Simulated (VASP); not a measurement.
# BeTe (P6_3/mmc) in VASP: notebook

The runs below take BeTe through single point, with r2SCAN.

Everything below comes from runs of VASP 6.6.1. Logs are shortened: lines on timing, memory, paths and dates and some standing lists are left out, and cuts for length are marked.

## Step 1: The cell of the first run

It takes space group P6_3/mmc (No. 194, hexagonal). The conventional cell has a = 3.949 Å, b = 3.949 Å, c = 7.978 Å, α = 90.00°, β = 90.00°, γ = 120.00°. Within 3.0 Å of Be (site symmetry -6m2) lie 3 Te at 2.28 Å. Within 3.0 Å of Te (site symmetry -6m2) lie 3 Be at 2.28 Å.

## Step 2: Single point, r2SCAN (volume changed by -6%)

The input, POSCAR:

```
BeTe
1.0
    3.9485673161      0.0000000000      0.0000000000
   -1.9742836580      3.4195596043      0.0000000000
    0.0000000000      0.0000000000      7.9777936416
Be Te
2 2
Direct
    0.3333333333      0.6666666667      0.2500000000
    0.6666666667      0.3333333333      0.7500000000
    0.6666666667      0.3333333333      0.2500000000
    0.3333333333      0.6666666667      0.7500000000
```

The input, INCAR.step1:

```
PREC = Accurate
ENCUT = 520
ISMEAR = 0
SIGMA = 0.01
LREAL = False
LASPH = True
NELM = 60
NBANDS = 16
GGA = PE
ALGO = Normal
EDIFF = 1E-4
LWAVE = True
LCHARG = False
```

The input, INCAR.step2:

```
PREC = Accurate
ENCUT = 520
EDIFF = 1E-7
ISMEAR = 0
SIGMA = 0.01
LREAL = False
LASPH = True
NELM = 60
ALGO = Normal
ISIF = 2
LWAVE = False
LCHARG = True
METAGGA = R2SCAN
LMIXTAU = True
LELF = True
LVHAR = True
NBANDS = 16
ISTART = 1
```

The input, KPOINTS:

```
Automatic mesh
0
Gamma
  6 6 4
```

Potentials or basis: VASP PAW PBE potentials, release 64 (Be, Te).

Run with:

```sh
> cat potpaw_PBE.64/Be/POTCAR potpaw_PBE.64/Te/POTCAR > POTCAR
> cp INCAR.step1 INCAR
> mpirun -np 1 vasp_std > vasp.out
> cp INCAR.step2 INCAR
> mpirun -np 1 vasp_std > vasp.out
```

OUTCAR:

```text
PREC = Accurate
   ENCUT = 520
   EDIFF = 1E-7
   ISMEAR = 0
   LREAL = False
   LASPH = True
   NELM = 60
   ISIF = 2
   METAGGA = R2SCAN
   ISTART = 1

 ion  position               nearest neighbor table
   1  0.333  0.667  0.250-   3 2.28   3 2.28   3 2.28
   2  0.667  0.333  0.750-   4 2.28   4 2.28   4 2.28
   3  0.667  0.333  0.250-   1 2.28   1 2.28   1 2.28
   4  0.333  0.667  0.750-   2 2.28   2 2.28   2 2.28

  LATTYP: Found a hexagonal cell.
 ALAT       =     3.9485673161
 C/A-ratio  =     2.0204274115

  Lattice vectors:

 A1 = (   3.9485673161,   0.0000000000,   0.0000000000)
 A2 = (  -1.9742836580,   3.4195596043,   0.0000000000)
 A3 = (   0.0000000000,   0.0000000000,   7.9777936416)

Analysis of symmetry for initial positions (statically):
=====================================================================
 Subroutine PRICEL returns:
 Original cell was already a primitive cell.

 Routine SETGRP: Setting up the symmetry group for a
 hexagonal supercell.

 Subroutine GETGRP returns: Found 24 space group operations
 (whereof 12 operations were pure point group operations)
 out of a pool of 24 trial point group operations.

The static configuration has the point symmetry D_3d.
 The point group associated with its full space group is D_6h.

Analysis of symmetry for dynamics (positions and initial velocities):
=====================================================================
 Subroutine PRICEL returns:
 Original cell was already a primitive cell.

 Routine SETGRP: Setting up the symmetry group for a
 hexagonal supercell.

 Subroutine GETGRP returns: Found 24 space group operations
 (whereof 12 operations were pure point group operations)
 out of a pool of 24 trial point group operations.

The dynamic configuration has the point symmetry D_3d.
 The point group associated with its full space group is D_6h.

 Subroutine INISYM returns: Found 24 space group operations
 (whereof 12 operations are pure point group operations),
 and found     1 'primitive' translations

----------------------------------------------------------------------------------------

                                     Primitive cell

  volume of cell :     107.7191

  direct lattice vectors                    reciprocal lattice vectors
[... 86 lines left out ...]
   NELM   =     60;   NELMIN=  2; NELMDL=  0     # of ELM steps
   EDIFF  = 0.1E-06   stopping-criterion for ELM
   LREAL  =      F    real-space projection
   EDIFFG = 0.1E-05   stopping-criterion for IOM
   NSW    =      0    number of steps for IOM
   IBRION =     -1    ionic relax: 0-MD 1-quasi-New 2-CG
   NFREE  =      0    steps in history (QN), initial steepest desc. (CG)
   ISIF   =      2    stress and relaxation
   ISYM   =      2    0-nonsym 1-usesym 2-fastsym
   POTIM  = 0.5000    time-step for ionic-motion
   TEBEG  =    0.0;   TEEND  =   0.0 temperature during run
   PSTRESS=    0.0 pullay stress
   NELECT =      16.0000    total number of electrons
   NUPDOWN=      -1.0000    fix difference up-down
   EMIN   =  10.00;   EMAX   =-10.00  energy-range for DOS
   EFERMI =   0.00;   METHOD = LEGACY
   ISMEAR =     0;   SIGMA  =   0.01  broadening in eV -4-tet -1-fermi 0-gaus
   EFERMI_NEDOS =   21; number of points for ismear=-14 and -15
   IALGO  =     38    algorithm
   IMIX   =      4    mixing-type and parameters
     AMIX     =   0.40;   BMIX     =  1.00
     AMIX_MAG =   1.60;   BMIX_MAG =  1.00
  volume/ion in A,a.u.               =      26.93       181.73
  Fermi-wavevector in a.u.,A,eV,Ry     =   0.866996  1.638386 10.227266  0.751683
  Thomas-Fermi vector in A             =   1.985466
   LORBIT       =      0    0 simple, 1 ext, 2 COOP (PROOUT), +10 PAW based schemes
   METAGGA = R2SCAN    functional components
   LHFCALC =     F    Hartree Fock is set to
   AEXX    =    0.0000 exact exchange contribution
   IVDW    =     0    specifies the selected vdW correction
   LEPSILON=     F    determine dielectric tensor
   LRPA    =     F    only Hartree local field effects (RPA)
 non-spin polarized calculation
 Gauss-broadening in eV      SIGMA  =   0.01
  energy-cutoff  :      520.00
  volume of cell :      107.72
 maximum number of plane-waves:      2951
 NGX is ok and might be reduce to    30
   NGX = 15   NGY = 15   NGZ = 29

 number of electron      16.0000001 magnetization

 Free energy of the ion-electron system (eV)
  ---------------------------------------------------
  ext. energy  EPLUGINS =         0.00000000
  ---------------------------------------------------
  free energy    TOTEN  =       -60.37740453 eV

  energy without entropy =      -60.37740453  energy(sigma->0) =      -60.37740453

 E-fermi :   2.6686     XC(G=0):  -8.5126

 val. band max:        2.5905340156   @ k =   0.3333   0.1667   0.0000
 cond. band min:       5.5940810911   @ k =   0.5000   0.0000   0.2500
 fundamental gap:      3.0035470755
 Fermi energy:         2.6685871236

 k-point     1 :       0.0000    0.0000    0.0000
  band No.  band energies     occupation
      1      -9.1808      2.00000
      2      -8.8168      2.00000
      3      -0.7492      2.00000
      4       1.8527      2.00000
      5       1.9409      2.00000
      6       1.9409      2.00000
[... 376 lines left out ...]
      3      -1.8070      2.00000
      4      -1.8070      2.00000
      5      -1.2941      2.00000
      6      -1.2941      2.00000
[... 8 lines left out ...]
     15      11.4854      0.00000
     16      11.4854      0.00000

------------------------ aborting loop because EDIFF is reached ----------------------------------------

  FORCE on cell =-STRESS in cart. coord.  units (eV):
  Direction    XX          YY          ZZ          XY          YZ          ZX
  --------------------------------------------------------------------------------------
  -------------------------------------------------------------------------------------
  Total        3.0401066      3.0401066      0.2602854      0.0000000      0.0000000      0.0000000
  in kB       45.2175340     45.2175340      3.8713980      0.0000000      0.0000000      0.0000000
  external PRESSURE =      31.4354887 kB  Pullay stress =       0.0000000 kB

 VOLUME and BASIS-vectors are now :
 -----------------------------------------------------------------------------
  energy-cutoff  :      520.00
  volume of cell :      107.72
      direct lattice vectors                 reciprocal lattice vectors
     3.948567316  0.000000000  0.000000000     0.253256414  0.146217659  0.000000000
    -1.974283658  3.419559604  0.000000000     0.000000000  0.292435318  0.000000000
     0.000000000  0.000000000  7.977793642     0.000000000  0.000000000  0.125347940

 POSITION                                       TOTAL-FORCE (eV/Angst)
 -----------------------------------------------------------------------------------
     -0.00000      2.27971      1.99445        -0.000000      0.000000      0.000000
      1.97428      1.13985      5.98335         0.000000     -0.000000      0.000000
      1.97428      1.13985      1.99445        -0.000000     -0.000000     -0.000000
     -0.00000      2.27971      5.98335         0.000000      0.000000      0.000000
 -----------------------------------------------------------------------------------
    total drift:                               -0.000000      0.000000      0.000000

  FREE ENERGIE OF THE ION-ELECTRON SYSTEM (eV)
  ---------------------------------------------------
  free  energy   TOTEN  =       -60.3774045309 eV

  energy  without entropy=      -60.3774045309  energy(sigma->0) =      -60.37740453
```

OUTCAR.step1:

```text
PREC = Accurate
   ENCUT = 520
   ISMEAR = 0
   LREAL = False
   LASPH = True
[... 624 lines left out ...]
     -0.00000      2.27971      1.99445        -0.000000      0.000000      0.000000
      1.97428      1.13985      5.98335         0.000000      0.000000      0.000000
      1.97428      1.13985      1.99445        -0.000000      0.000000      0.000000
     -0.00000      2.27971      5.98335         0.000000     -0.000000      0.000000
 -----------------------------------------------------------------------------------
    total drift:                               -0.000000      0.000000      0.000000

  FREE ENERGIE OF THE ION-ELECTRON SYSTEM (eV)
  ---------------------------------------------------
  free  energy   TOTEN  =       -14.2001235038 eV

  energy  without entropy=      -14.2001235038  energy(sigma->0) =      -14.20012350
```

It took 2.8 min on 1 thread of Intel Xeon Platinum 8488C (Sapphire Rapids), shared host; peak memory 0.24 GiB.

Results:

```yaml
Free_energy: -60.3774 eV
Pressure: 3.1 GPa
Band_gap_on_the_k_mesh: 3.00 eV, indirect (least direct gap 3.18 eV)
```

Levels at points of the mesh, in eV from the valence-band top:
| k point | band 6 | band 7 | band 8 | band 9 | band 10 | band 11 |
| --- | --- | --- | --- | --- | --- | --- |
| (0.00, 0.00, 0.00) | -0.65 | -0.44 | -0.44 | 4.56 | 4.63 | 5.06 |
| (0.50, 0.00, 0.00) | -1.96 | -1.29 | -0.12 | 3.20 | 3.57 | 4.22 |
| (0.00, 0.00, 0.50) | -0.55 | -0.55 | -0.55 | 4.91 | 4.91 | 5.25 |
| (0.50, 0.00, 0.50) | -2.10 | -0.54 | -0.54 | 3.22 | 3.22 | 3.89 |

Caveat: the cell differs from its parent crystal (volume changed by -6%); the PAW data sets were made with another functional, which shifts forces and pressure a little; spin-orbit coupling is left out, which moves the levels of the heavy elements.

## Step 3: Single point, r2SCAN (volume changed by -3%)

The input, POSCAR:

```
BeTe
1.0
    3.9901342372      0.0000000000      0.0000000000
   -1.9950671186      3.4555576139      0.0000000000
    0.0000000000      0.0000000000      8.0617765885
Be Te
2 2
Direct
    0.3333333333      0.6666666667      0.2500000000
    0.6666666667      0.3333333333      0.7500000000
    0.6666666667      0.3333333333      0.2500000000
    0.3333333333      0.6666666667      0.7500000000
```

The input, INCAR.step1:

```
SYSTEM = BeTe
PREC = Accurate ; ENCUT = 520
ISMEAR = 0 ; SIGMA = 0.01
LREAL = .False. ; LASPH = .True.
NELM = 80 ; NBANDS = 16
GGA = PE ; ALGO = Normal
EDIFF = 1E-4 ; LWAVE = .True.
LCHARG = .False.
```

The input, INCAR.step2:

```
SYSTEM = BeTe
PREC = Accurate ; ENCUT = 520
EDIFF = 1E-6 ; ISMEAR = 0
SIGMA = 0.01 ; LREAL = .False.
LASPH = .True. ; NELM = 80
ALGO = Normal ; ISIF = 2
LWAVE = .False. ; LCHARG = .False.
METAGGA = R2SCAN ; LMIXTAU = .True.
NBANDS = 16 ; ISTART = 1
```

The input, KPOINTS:

```
Automatic mesh
0
Gamma
  6 6 4
  0 0 0
```

Potentials or basis: VASP PAW PBE potentials, release 64 (Be, Te).

Run with:

```sh
> cat potpaw_PBE.64/Be/POTCAR potpaw_PBE.64/Te/POTCAR > POTCAR
> cp INCAR.step1 INCAR
> mpirun -np 1 vasp_std > vasp.out
> cp INCAR.step2 INCAR
> mpirun -np 1 vasp_std > vasp.out
```

Run time: 2.8 min. Hardware: 1 thread of Intel Xeon Platinum 8488C (Sapphire Rapids), shared host; peak memory 0.24 GiB.

It converged, with:

| Quantity | Value |
| --- | --- |
| Free energy | -60.4267 eV |
| Pressure | 1.5 GPa |
| Band gap on the k mesh | 3.04 eV, indirect (least direct gap 3.20 eV) |

Stress tensor (GPa, compression positive):
```
2.14 0.00 0.00
0.00 2.14 0.00
0.00 0.00 0.17
```

Levels at points of the mesh, in eV from the valence-band top:
```csv
k point,band 6,band 7,band 8,band 9,band 10,band 11
"(0.00, 0.00, 0.00)",-0.68,-0.48,-0.48,4.38,4.40,5.02
"(0.50, 0.00, 0.00)",-1.94,-1.22,-0.11,3.22,3.51,4.12
"(0.00, 0.00, 0.50)",-0.58,-0.58,-0.58,4.66,4.66,5.19
"(0.50, 0.00, 0.50)",-2.07,-0.51,-0.51,3.25,3.25,3.81
```

Caveat: the cell differs from its parent crystal (volume changed by -3%); the PAW data sets were made with another functional, which shifts forces and pressure a little; spin-orbit coupling is left out, which moves the levels of the heavy elements. A k mesh can miss the band edges.

## Step 4: Single point, r2SCAN

This run uses another cell than the first one, of 28.65 Å³/atom, 1.064 times its volume.

The input, POSCAR:

```
BeTe
1.0
    4.0308527050      0.0000000000      0.0000000000
   -2.0154263525      3.4908208414      0.0000000000
    0.0000000000      0.0000000000      8.1440452969
Be Te
2 2
Direct
    0.3333333333      0.6666666667      0.2500000000
    0.6666666667      0.3333333333      0.7500000000
    0.6666666667      0.3333333333      0.2500000000
    0.3333333333      0.6666666667      0.7500000000
```

The input, INCAR.step1:

```
SYSTEM = BeTe
ALGO = Normal ; EDIFF = 1E-4
ENCUT = 520 ; GGA = PE
ISMEAR = 0 ; LASPH = .TRUE.
LCHARG = .FALSE. ; LREAL = .FALSE.
LWAVE = .TRUE. ; NBANDS = 16
NELM = 80 ; PREC = Accurate
SIGMA = 0.01
```

The input, INCAR.step2:

```
SYSTEM = BeTe
ALGO = Normal ; EDIFF = 1E-6
ENCUT = 520 ; ISIF = 2
ISMEAR = 0 ; ISTART = 1
LASPH = .TRUE. ; LCHARG = .FALSE.
LMIXTAU = .TRUE. ; LREAL = .FALSE.
LWAVE = .FALSE. ; METAGGA = R2SCAN
NBANDS = 16 ; NELM = 80
PREC = Accurate ; SIGMA = 0.01
```

The input, KPOINTS:

```
k-points
0
G
  6 6 4
  0 0 0
```

Run with:

```sh
> cat potpaw_PBE.64/Be/POTCAR potpaw_PBE.64/Te/POTCAR > POTCAR
> cp INCAR.step1 INCAR
> mpirun -np 1 vasp_std > vasp.out
> cp INCAR.step2 INCAR
> mpirun -np 1 vasp_std > vasp.out
```

It took 2.2 min on 1 thread of Intel Xeon Platinum 8488C (Sapphire Rapids), shared host; peak memory 0.25 GiB.

The run converged. Its results:

```yaml
Free_energy: -60.4429 eV
Pressure: 0.1 GPa
Band_gap_on_the_k_mesh: 3.07 eV, indirect (least direct gap 3.22 eV)
```

Stress tensor (GPa, compression positive):
```
 0.09  0.00  0.00
 0.00  0.09  0.00
 0.00  0.00 -0.01
```

Levels at points of the mesh, in eV from the valence-band top:
```csv
k point,band 4,band 5,band 6,band 7,band 8,band 9,band 10,band 11,band 12,band 13
"(0.00, 0.00, 0.00)",-0.70,-0.70,-0.69,-0.51,-0.51,4.19,4.19,4.97,4.97,5.33
"(0.50, 0.00, 0.00)",-4.64,-2.15,-1.91,-1.15,-0.10,3.23,3.45,4.02,4.60,7.73
"(0.00, 0.00, 0.50)",-2.09,-0.61,-0.61,-0.61,-0.61,4.42,4.42,5.14,5.14,5.14
"(0.50, 0.00, 0.50)",-4.75,-2.03,-2.03,-0.49,-0.49,3.27,3.27,3.74,3.74,8.96
```

Caveat: the PAW data sets were made with another functional, which shifts forces and pressure a little; spin-orbit coupling is left out, which moves the levels of the heavy elements. r2SCAN opens gaps a little over a GGA but as a rule still falls short of measured ones.

(Continued in part 2 of 2.)
